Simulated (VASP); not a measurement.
The system is ScF3.

```
Sc F
1.0
     4.01245    0.00000    0.00000
     0.00000    4.01245    0.00000
     0.00000    0.00000    4.01245
Sc F
1 3
Cartesian
  0.0000 0.0000 0.0000
  2.0062 0.0000 0.0000
  0.0000 2.0062 0.0000
  0.0000 0.0000 2.0062
```

Base run:

```yaml
Program: VASP 6.6.1
Functional: LDA
Potentials_or_basis: VASP PAW LDA potentials, release 64 (Sc_sv, F)
Cutoff: 600 eV
k_mesh: 5 × 5 × 5
Occupations: fermi-dirac, width 0.15 eV
Spin: no spin polarisation
```

Its results: band gap on the k mesh 6.25 eV, indirect (least direct gap 6.72 eV); pressure -2.4 GPa.

Problem. The run is repeated on the same cell with these changes: k mesh from 5 × 5 × 5 to 3 × 3 × 3. What comes out?

Solution. Band gap on the k mesh 6.32 eV, indirect (least direct gap 6.70 eV); pressure -2.3 GPa.

Caveats: some runs use coarse meshes.

A k mesh can miss the band edges.
